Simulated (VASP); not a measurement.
Runs of VASP 6.6.1 on Re. The structure is that of space group Pm-3m (No. 221), or close to it. The cells are those of the table. 

| task | cell | cutoff (eV) | gap on the mesh (eV) | pressure (GPa) |
| --- | --- | --- | --- | --- |
| relaxation of cell and atoms | relaxed to 20 GPa from a = 2.530 Å, 1 atom | 600 | none | 19.8 |
| single point | a = 2.551 Å, 1 atom | 520 | none | -0.8 |
| single point | a = 2.500 Å, 1 atom | 520 | none | (a) |
| single point | a = 2.537 Å, 1 atom | 520 | none | 4.2 |
| relaxation of cell and atoms | relaxed to 5 GPa from a = 2.530 Å, 1 atom | 600 | none | 5.0 |
| relaxation of cell and atoms | relaxed from a = 2.530 Å, 1 atom | 600 | none | -0.2 |
| relaxation of cell and atoms | relaxed to 10 GPa from a = 2.530 Å, 1 atom | 600 | none | 9.9 |
| single point | a = 2.524 Å, 1 atom | 520 | none | 9.2 |

Alike in all rows: level PBEsol; potentials or basis VASP PAW PBE potentials, release 64 (Re); no spin polarisation; k mesh 10 × 10 × 10; smearing gaussian 0.05 eV.

**Question.** Fill in the values left out.

**Answer.** (a) 19.3.

Caveats: the PAW data sets were made with another functional, which shifts forces and pressure a little; spin-orbit coupling is left out, which moves the levels of the heavy elements; the cell is relaxed towards a set pressure, so the enthalpy falls and the energy may rise (some runs).

A k mesh can miss the band edges, and the runs leave out spin-orbit coupling on Re.

A gap of «none» marks levels without a gap at the run's occupations.
